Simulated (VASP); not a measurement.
# SnSe2 (P-3m1) in VASP: a series of runs, part 2 of 2

VASP 6.6.1. Earlier steps stand in the parts before.

## Step 3: Single point, PBEsol

This run uses another cell than the first one, of 21.82 Å³/atom, 0.826 times its volume.

File INCAR:

```
SYSTEM = SnSe2
PREC = Accurate
ENCUT = 520
EDIFF = 1E-6
ISMEAR = 0
SIGMA = 0.01
LREAL = .False.
LASPH = .True.
NELM = 80
ALGO = Normal
ISIF = 2
LWAVE = .False.
LCHARG = .True.
GGA = PS
LELF = .True.
LVHAR = .True.
NBANDS = 20
```

File KPOINTS:

```
Automatic mesh
0
Gamma
  12 12 6
  0 0 0
```

File POSCAR:

```
SnSe2
1.0
    3.7416163643      0.0000000000      0.0000000000
   -1.8708081821      3.2403348227      0.0000000000
    0.0000000000      0.0000000000      5.3981215046
Sn Se
1 2
Direct
    0.0000000000      0.0000000000      0.0000000000
    0.6666666667      0.3333333333      0.7061834707
    0.3333333333      0.6666666667      0.2938165293
```

Potentials or basis: VASP PAW PBE potentials, release 64 (Sn_d, Se).

Run with:

```
cat potpaw_PBE.64/Sn_d/POTCAR potpaw_PBE.64/Se/POTCAR > POTCAR
mpirun -np 1 vasp_std > vasp.out
```

OUTCAR:

```text
SYSTEM = SnSe2
   PREC = Accurate
   ENCUT = 520
   EDIFF = 1E-6
   ISMEAR = 0
   LREAL = .False.
   LASPH = .True.
   NELM = 80
   ISIF = 2
   GGA = PS

 ion  position               nearest neighbor table
   1  0.000  0.000  0.000-   2 2.68   3 2.68   3 2.68   2 2.68   2 2.68   3 2.68
   2  0.667  0.333  0.706-   1 2.68   1 2.68   1 2.68
   3  0.333  0.667  0.294-   1 2.68   1 2.68   1 2.68

  LATTYP: Found a hexagonal cell.
 ALAT       =     3.7416163643
 C/A-ratio  =     1.4427244749

  Lattice vectors:

 A1 = (   3.7416163643,   0.0000000000,   0.0000000000)
 A2 = (  -1.8708081821,   3.2403348227,   0.0000000000)
 A3 = (   0.0000000000,   0.0000000000,   5.3981215046)

Analysis of symmetry for initial positions (statically):
=====================================================================
 Subroutine PRICEL returns:
 Original cell was already a primitive cell.

 Routine SETGRP: Setting up the symmetry group for a
 hexagonal supercell.

 Subroutine GETGRP returns: Found 12 space group operations
 (whereof 12 operations were pure point group operations)
 out of a pool of 24 trial point group operations.

The static configuration has the point symmetry D_3d.

Analysis of symmetry for dynamics (positions and initial velocities):
=====================================================================
 Subroutine PRICEL returns:
 Original cell was already a primitive cell.

 Routine SETGRP: Setting up the symmetry group for a
 hexagonal supercell.

 Subroutine GETGRP returns: Found 12 space group operations
 (whereof 12 operations were pure point group operations)
 out of a pool of 24 trial point group operations.

The dynamic configuration has the point symmetry D_3d.

 Subroutine INISYM returns: Found 12 space group operations
 (whereof 12 operations are pure point group operations),
 and found     1 'primitive' translations

----------------------------------------------------------------------------------------

[... 113 lines left out ...]
     AMIX     =   0.40;   BMIX     =  1.00
     AMIX_MAG =   1.60;   BMIX_MAG =  1.00
  volume/ion in A,a.u.               =      21.82       147.22
  Fermi-wavevector in a.u.,A,eV,Ry     =   1.203470  2.274229 19.705870  1.448341
  Thomas-Fermi vector in A             =   2.339223
   LORBIT       =      0    0 simple, 1 ext, 2 COOP (PROOUT), +10 PAW based schemes
   GGA     = PS    functional components
   LHFCALC =     F    Hartree Fock is set to
   AEXX    =    0.0000 exact exchange contribution
   IVDW    =     0    specifies the selected vdW correction
   LEPSILON=     F    determine dielectric tensor
   LRPA    =     F    only Hartree local field effects (RPA)
 non-spin polarized calculation
 Gauss-broadening in eV      SIGMA  =   0.01
  energy-cutoff  :      520.00
  volume of cell :       65.45
 maximum number of plane-waves:      1776
   NGX = 13   NGY = 13   NGZ = 21

 number of electron      25.9999994 magnetization

 Free energy of the ion-electron system (eV)
  ---------------------------------------------------
  ext. energy  EPLUGINS =         0.00000000
  ---------------------------------------------------
  free energy    TOTEN  =       -12.75068736 eV

  energy without entropy =      -12.75063829  energy(sigma->0) =      -12.75066283

 E-fermi :   6.5446     XC(G=0): -10.5776

 val. band max:        6.5377150255   @ k =   0.1667   0.0833   0.1667
 cond. band min:       6.6192878281   @ k =   0.1667   0.0000   0.1667
 fundamental gap:      0.0815728025
 Fermi energy:         6.5445558073

 k-point     1 :       0.0000    0.0000    0.0000
  band No.  band energies     occupation
      1     -15.1345      2.00000
      2     -15.1345      2.00000
      3     -15.0923      2.00000
      4     -15.0732      2.00000
      5     -15.0732      2.00000
      6      -8.6989      2.00000
[... 541 lines left out ...]
     19      13.8344      0.00000
     20      14.4455      0.00000

 [... further k-points ...]

------------------------ aborting loop because EDIFF is reached ----------------------------------------

  FORCE on cell =-STRESS in cart. coord.  units (eV):
  Direction    XX          YY          ZZ          XY          YZ          ZX
  --------------------------------------------------------------------------------------
  -------------------------------------------------------------------------------------
  Total        3.3203554      3.3203554      3.3223406      0.0000000      0.0000000      0.0000000
  in kB       81.2836795     81.2836795     81.3322778      0.0000000      0.0000000      0.0000000
  external PRESSURE =      81.2998790 kB  Pullay stress =       0.0000000 kB

 VOLUME and BASIS-vectors are now :
 -----------------------------------------------------------------------------
  energy-cutoff  :      520.00
  volume of cell :       65.45
      direct lattice vectors                 reciprocal lattice vectors
     3.741616364  0.000000000  0.000000000     0.267264172  0.154305042  0.000000000
    -1.870808182  3.240334823  0.000000000     0.000000000  0.308610083  0.000000000
     0.000000000  0.000000000  5.398121505     0.000000000  0.000000000  0.185249628

 POSITION                                       TOTAL-FORCE (eV/Angst)
 -----------------------------------------------------------------------------------
      0.00000      0.00000      0.00000        -0.000000      0.000000      0.000000
      1.87081      1.08011      3.81206        -0.000000     -0.000000     -0.018742
     -0.00000      2.16022      1.58606         0.000000      0.000000      0.018742
 -----------------------------------------------------------------------------------
    total drift:                                0.000000     -0.000000     -0.000000

  FREE ENERGIE OF THE ION-ELECTRON SYSTEM (eV)
  ---------------------------------------------------
  free  energy   TOTEN  =       -12.7506873642 eV

  energy  without entropy=      -12.7506382869  energy(sigma->0) =      -12.75066283
```

OSZICAR:

```text
N       E                     dE             d eps       ncg     rms          rms(c)
DAV:   1     0.204409796315E+03    0.20441E+03   -0.12357E+04  4180   0.157E+03
DAV:   2     0.966068607522E+01   -0.19475E+03   -0.18727E+03  4260   0.404E+02
DAV:   3    -0.122205427671E+02   -0.21881E+02   -0.21375E+02  4832   0.112E+02
DAV:   4    -0.129469707814E+02   -0.72643E+00   -0.72465E+00  4692   0.209E+01
DAV:   5    -0.129632073826E+02   -0.16237E-01   -0.16235E-01  5360   0.339E+00    0.581E+00
DAV:   6    -0.127753167237E+02    0.18789E+00   -0.34838E-01  6012   0.679E+00    0.365E+00
DAV:   7    -0.127518509789E+02    0.23466E-01   -0.10896E-01  4820   0.229E+00    0.955E-01
DAV:   8    -0.127507564370E+02    0.10945E-02   -0.78607E-03  5084   0.803E-01    0.256E-01
DAV:   9    -0.127506784250E+02    0.78012E-04   -0.10471E-03  4424   0.218E-01    0.708E-02
DAV:  10    -0.127506807112E+02   -0.22862E-05   -0.94144E-05  4820   0.684E-02    0.233E-02
DAV:  11    -0.127506869045E+02   -0.61933E-05   -0.16345E-05  4396   0.243E-02    0.774E-03
DAV:  12    -0.127506873642E+02   -0.45973E-06   -0.77993E-07  3008   0.747E-03
   1 F= -.12750687E+02 E0= -.12750663E+02  d E =-.490773E-04
```

Wall time 73 s (1 thread of Intel Xeon Platinum 8488C (Sapphire Rapids), shared host); peak memory 0.27 GiB.

What came out:

```
Free energy            : -12.7507 eV
Pressure               : 8.1 GPa
Largest force          : 0.019 eV/Å
Band gap on the k mesh : zero (band 13 reaches 6.78 eV, above the bottom of band 14 at 6.10 eV)
```

Forces in eV/Å, atoms in the order of the input:
```
Sn   0.000  0.000  0.000
Se   0.000  0.000 -0.019
Se   0.000  0.000  0.019
```

Caveat: the PAW data sets were made with another functional, which shifts forces and pressure a little; spin-orbit coupling is left out, which moves the levels of the heavy elements.

## Step 4: Single point, PBEsol

This run uses another cell than the first one, of 18.43 Å³/atom, 0.698 times its volume.

File INCAR:

```
ALGO = Normal ; EDIFF = 1E-7
ENCUT = 520 ; GGA = PS
ISIF = 2 ; ISMEAR = 0
LASPH = True ; LCHARG = False
LREAL = False ; LWAVE = False
NBANDS = 20 ; NELM = 60
PREC = Accurate ; SIGMA = 0.1
```

File KPOINTS:

```
k-points
0
Gamma
  12 12 8
```

File POSCAR:

```
SnSe2
1.0
    3.5244363601      0.0000000000      0.0000000000
   -1.7622181801      3.0522514218      0.0000000000
    0.0000000000      0.0000000000      5.1387164278
Sn Se
1 2
Direct
    0.0000000000      0.0000000000      0.0000000000
    0.6666666667      0.3333333333      0.6886054083
    0.3333333333      0.6666666667      0.3113945917
```

Run with:

```
cat potpaw_PBE.64/Sn_d/POTCAR potpaw_PBE.64/Se/POTCAR > POTCAR
mpirun -np 1 vasp_std > vasp.out
```

Wall time 1.8 min (1 thread of Intel Xeon Platinum 8488C (Sapphire Rapids), shared host); peak memory 0.28 GiB.

Results (log left out):

- Free energy: -11.6335 eV
- Pressure: 30.3 GPa
- Largest force: 0.031 eV/Å
- Band gap on the k mesh: zero (band 13 reaches 9.54 eV, above the bottom of band 14 at 7.67 eV)

Forces in eV/Å, atoms in the order of the input:
```
Sn   0.000  0.000  0.000
Se   0.000  0.000 -0.031
Se   0.000  0.000  0.031
```

Stress tensor (GPa, compression positive):
```
30.29  0.00  0.00
 0.00 30.29  0.00
 0.00  0.00 30.39
```

Levels at points of the mesh, in eV from the Fermi level:
```
           k point  band 9  band 10  band 11  band 12  band 13  band 14  band 15  band 16  band 17  band 18
(0.00, 0.00, 0.00)   -1.84    -1.84    -1.13    -1.13    -0.20     1.44     3.08     4.89     4.89     7.32
(0.50, 0.00, 0.00)   -6.11    -5.58    -4.50    -4.46    -0.38     1.89     2.84     3.02     3.59     8.04
(0.00, 0.00, 0.50)   -4.74    -2.08    -2.08    -0.48    -0.48     2.81     3.53     3.53     4.07     4.78
(0.50, 0.00, 0.50)   -8.14    -3.12    -2.98    -2.77    -2.43     1.13     2.51     4.00     5.13     6.78
```

Caveat: the PAW data sets were made with another functional, which shifts forces and pressure a little; spin-orbit coupling is left out, which moves the levels of the heavy elements.

## Step 5: Single point, PBEsol

This run uses another cell than the first one, of 23.65 Å³/atom, 0.896 times its volume.

File INCAR:

```
ALGO = Normal ; EDIFF = 1E-6
ENCUT = 520 ; GGA = PS
ISIF = 2 ; ISMEAR = 0
LASPH = True ; LCHARG = False
LREAL = False ; LWAVE = False
NBANDS = 20 ; NELM = 80
PREC = Accurate ; SIGMA = 0.02
```

File KPOINTS:

```
k-points
0
Gamma
  12 12 4
```

File POSCAR:

```
SnSe2
1.0
    3.7833267126      0.0000000000      0.0000000000
   -1.8916633563      3.2764570439      0.0000000000
    0.0000000000      0.0000000000      5.7237213340
Sn Se
1 2
Direct
    0.0000000000      0.0000000000      0.0000000000
    0.6666666667      0.3333333333      0.7229751032
    0.3333333333      0.6666666667      0.2770248968
```

Run with:

```
cat potpaw_PBE.64/Sn_d/POTCAR potpaw_PBE.64/Se/POTCAR > POTCAR
mpirun -np 1 vasp_std > vasp.out
```

Wall time 73 s (1 thread of Intel Xeon Platinum 8488C (Sapphire Rapids), shared host); peak memory 0.24 GiB.

It converged, with:

```
Free energy            : -12.9325 eV
Pressure               : 3.1 GPa
Largest force          : 0.027 eV/Å
Band gap on the k mesh : 0.15 eV, indirect (least direct gap 0.69 eV)
```

Forces on the atoms (eV/Å):
```
Sn   0.000  0.000  0.000
Se   0.000  0.000 -0.027
Se   0.000  0.000  0.027
```

Levels at points of the mesh, in eV from the valence-band top:
```tsv
k point	band 11	band 12	band 13	band 14	band 15	band 16
(0.00, 0.00, 0.00)	-0.96	-0.96	-0.18	0.51	2.64	4.32
(0.50, 0.00, 0.00)	-3.19	-2.41	-0.55	1.08	3.14	4.32
(0.00, 0.00, 0.50)	-1.27	-0.52	-0.52	2.47	2.50	3.72
(0.50, 0.00, 0.50)	-2.32	-1.59	-1.54	0.52	3.45	4.22
```

Caveat: the PAW data sets were made with another functional, which shifts forces and pressure a little; spin-orbit coupling is left out, which moves the levels of the heavy elements. A k mesh can miss the band edges.

## Step 6: Single point, PBEsol

This run uses another cell than the first one, of 20.38 Å³/atom, 0.772 times its volume.

File INCAR:

```
PREC = Accurate
ENCUT = 520
EDIFF = 1E-7
ISMEAR = 0
SIGMA = 0.1
LREAL = F
LASPH = T
NELM = 60
ALGO = Normal
ISIF = 2
LWAVE = F
LCHARG = F
GGA = PS
NBANDS = 20
```

File KPOINTS:

```
Automatic mesh
0
Gamma
  12 12 8
```

File POSCAR:

```
SnSe2
1.0
    3.6675508651      0.0000000000      0.0000000000
   -1.8337754325      3.1761922188      0.0000000000
    0.0000000000      0.0000000000      5.2482254872
Sn Se
1 2
Direct
    0.0000000000      0.0000000000      0.0000000000
    0.6666666667      0.3333333333      0.6971618083
    0.3333333333      0.6666666667      0.3028381917
```

Potentials or basis: VASP PAW PBE potentials, release 64 (Sn_d, Se).

Run with:

```
cat potpaw_PBE.64/Sn_d/POTCAR potpaw_PBE.64/Se/POTCAR > POTCAR
mpirun -np 1 vasp_std > vasp.out
```

Wall time 1.8 min (1 thread of Intel Xeon Platinum 8488C (Sapphire Rapids), shared host); peak memory 0.29 GiB.

Results (log left out):

| Item | Value |
| --- | --- |
| Free energy | -12.4406 eV |
| Pressure | 15.2 GPa |
| Largest force | 0.029 eV/Å |
| Band gap on the k mesh | zero (band 13 reaches 7.86 eV, above the bottom of band 14 at 6.67 eV) |

Forces in eV/Å, atoms in the order of the input:
```
Sn   0.000  0.000  0.000
Se   0.000  0.000 -0.029
Se   0.000  0.000  0.029
```

Levels at points of the mesh, in eV from the Fermi level:
```tsv
k point	band 10	band 11	band 12	band 13	band 14	band 15	band 16	band 17
(0.00, 0.00, 0.00)	-1.64	-1.17	-1.17	-0.20	0.82	2.86	4.57	4.57
(0.50, 0.00, 0.00)	-5.00	-4.02	-3.71	-0.43	1.64	3.03	3.28	3.78
(0.00, 0.00, 0.50)	-1.87	-1.87	-0.58	-0.58	2.50	3.28	3.39	3.39
(0.50, 0.00, 0.50)	-2.88	-2.60	-2.50	-2.17	1.02	3.05	4.21	5.44
```

Caveat: the PAW data sets were made with another functional, which shifts forces and pressure a little; spin-orbit coupling is left out, which moves the levels of the heavy elements.

## Step 7: Summary

| cell | k mesh | smearing | gap on the mesh (eV) | pressure (GPa) | largest force (eV/Å) |
| --- | --- | --- | --- | --- | --- |
| a = 3.817, b = 3.817, c = 6.278 Å, angles 90.0, 90.0, 120.0°, 3 atoms | 12 × 12 × 6 | gaussian 0.02 eV | 0.58 | -0.1 | 0.02 |
| a = 3.742, b = 3.742, c = 5.398 Å, angles 90.0, 90.0, 120.0°, 3 atoms | 12 × 12 × 6 | gaussian 0.01 eV | none | 8.1 | 0.02 |
| a = 3.524, b = 3.524, c = 5.139 Å, angles 90.0, 90.0, 120.0°, 3 atoms | 12 × 12 × 8 | gaussian 0.1 eV | none | 30.3 | 0.03 |
| a = 3.783, b = 3.783, c = 5.724 Å, angles 90.0, 90.0, 120.0°, 3 atoms | 12 × 12 × 4 | gaussian 0.02 eV | 0.15 | 3.1 | 0.03 |
| a = 3.668, b = 3.668, c = 5.248 Å, angles 90.0, 90.0, 120.0°, 3 atoms | 12 × 12 × 8 | gaussian 0.1 eV | none | 15.2 | 0.03 |

Alike in all rows: task single point; level PBEsol; potentials or basis VASP PAW PBE potentials, release 64 (Sn_d, Se); no spin polarisation; cutoff (eV) 520.

Caveats: the PAW data sets were made with another functional, which shifts forces and pressure a little; spin-orbit coupling is left out, which moves the levels of the heavy elements; this functional lacks dispersion, which binds the layers, so the pressure and a relaxed spacing across them are unreliable (some runs).

Absolute energies hang on the potentials; compare differences alone.
